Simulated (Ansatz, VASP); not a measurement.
# Sn in VASP and in Ansatz

File INCAR:

```
PREC = Accurate
ENCUT = 600
EDIFF = 1E-6
ISMEAR = 0
SIGMA = 0.1
LREAL = False
LASPH = True
NELM = 80
ALGO = Fast
ISIF = 3
LWAVE = False
LCHARG = False
GGA = PS
IBRION = 2
NSW = 100
EDIFFG = -0.005
```

File KPOINTS:

```
regular mesh
0
Gamma
  12 12 6
```

File POSCAR:

```
Sn
1.0
    4.5726370000      0.0000000000      0.0000000000
   -2.2863190000      3.9600200000      0.0000000000
    0.0000000000      0.0000000000      7.4670850000
Sn
4
Direct
    0.0000000000      0.0000000000      0.0000000000
    0.0000000000      0.0000000000      0.3750000000
    0.3333333300      0.6666666700      0.5000000000
    0.3333333300      0.6666666700      0.8750000000
```

Input for Ansatz:

```yaml
crystal:
  lattice:
    - [4.572637, 0.0, 0.0]
    - [-2.286319, 3.96002, 0.0]
    - [0.0, 0.0, 7.467085]
  atoms:
    - { symbol: Sn, position: [0.0, 0.0, 0.0] }
    - { symbol: Sn, position: [0.0, 0.0, 0.375] }
    - { symbol: Sn, position: [0.33333333, 0.66666667, 0.5] }
    - { symbol: Sn, position: [0.33333333, 0.66666667, 0.875] }
basis:
  ecutwfc: 420
kpoints:
  mp_grid: { grid: [12, 12, 6] }
hamiltonian:
  xc: pbesol
scf:
  occupations: { method: gaussian, width: 0.1 }
output:
  forces: true
  stress: true
  eigenvalues: true
relax:
  adjacent_minimum: "off"
  f_tol: 0.005
  max_steps: 80
  cell: { stress_tol: 0.05 }
```

Alike in both runs: task relaxation of cell and atoms; functional PBEsol; k mesh 12 × 12 × 6; occupations gaussian, width 0.1 eV; no spin polarisation.

|  | VASP | Ansatz |
| --- | --- | --- |
| version | VASP 6.6.1 | Ansatz 0.2.0 |
| potentials or method | VASP PAW PBE potentials, release 64 (Sn_d), cutoff 600 eV | scalar-relativistic, plane waves, PAW |
| valence electrons in the cell | 56 | 56 |

|  | VASP | Ansatz | Ansatz less VASP |
| --- | --- | --- | --- |
| gap on the k mesh at the Fermi level, each at its own relaxed structure (eV) | none | none | - |
| relaxed volume (Å³/atom) | 34.85 | 34.88 | +0.032 |
| relaxed length of the cell vector where the two differ most in proportion (Å) | 4.609 | 4.611 | +0.0022 |

VASP's potentials were made for PBE, not for PBEsol. A gap of «none» marks a metal or a gap that the smearing closes.
